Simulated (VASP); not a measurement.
The system is Ti2C.

```
Ti C
1.0
     1.54070    0.88952    4.81377
    -1.54070    0.88952    4.81377
     0.00000   -1.77905    4.81377
Ti C
2 1
Direct
  0.24550 0.24550 0.24550
  0.75450 0.75450 0.75450
  0.50000 0.50000 0.50000
```

Base run:

```yaml
Program: VASP 6.6.1
Functional: r2SCAN
Potentials_or_basis: VASP PAW PBE potentials, release 64 (Ti_sv, C)
Cutoff: 520 eV
k_mesh: 9 × 9 × 9
Occupations: gaussian, width 0.05 eV
Spin: no spin polarisation
```

Its results: band gap on the k mesh zero (band 14 reaches 9.22 eV, above the bottom of band 15 at 8.32 eV); pressure 0.2 GPa; largest force 0.007 eV/Å.

**Question.** The run is repeated on the same cell with these changes: occupations from gaussian, width 0.05 eV to gaussian, width 0.4 eV. What comes out?

**Answer.** Band gap on the k mesh zero (band 14 reaches 9.22 eV, above the bottom of band 15 at 8.32 eV); pressure 0.7 GPa; largest force 0.050 eV/Å.

Caveats: the PAW data sets were made with another functional, which shifts forces and pressure a little.
